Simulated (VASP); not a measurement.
The system is MnZn.

```
Mn Zn
1.0
     2.64149    0.00000    0.00000
    -1.32075    2.28760    0.00000
     0.00000    0.00000    4.40095
Mn Zn
1 1
Direct
  0.66667 0.33333 0.50000
  0.33333 0.66667 0.00000
```

```yaml
Program: VASP 6.6.1
Task: relaxation of volume and atoms at fixed shape
Functional: PBEsol
Potentials_or_basis: VASP PAW PBE potentials, release 64 (Mn_pv, Zn)
Cutoff: 600 eV
k_mesh: 8 × 8 × 4
Occupations: gaussian, width 0.05 eV
Spin: collinear spin, ferromagnetic start
Starting_moments: "[4.0, 0.0] μB"
```

At the start: pressure -9.6 GPa; volume 13.30 Å³/atom.

Problem. Where does the relaxation end?

Solution. Over 5 steps the energy falls by 31.8 meV/atom and the volume is 12.35 Å³/atom (-7.1 %); space group P-6m2 (No. 187, to 0.05 Å); moment 2.14 μB per cell.

The path:
```
step  energy change (eV)  largest force (eV/Å)  pressure (GPa)  volume (Å³)
   1              0.0000                0.0000           -9.61        26.59
   2             -0.0396                0.0000            7.64        23.64
   3             -0.0637                0.0000            0.19        24.67
   4             -0.0636                0.0000           -0.17        24.71
   5             -0.0637                0.0000            0.00        24.71
```

Final structure:
```xyz
2
Lattice="2.5776 0.0000 0.0000 -1.2888 2.2323 0.0000 0.0000 0.0000 4.2945" Properties=species:S:1:pos:R:3 pbc="T T T"
Mn    1.2888    0.7441    2.1472
Zn    0.0000    1.4882    0.0000
```

Caveat: the PAW data sets were made with another functional, which shifts forces and pressure a little.
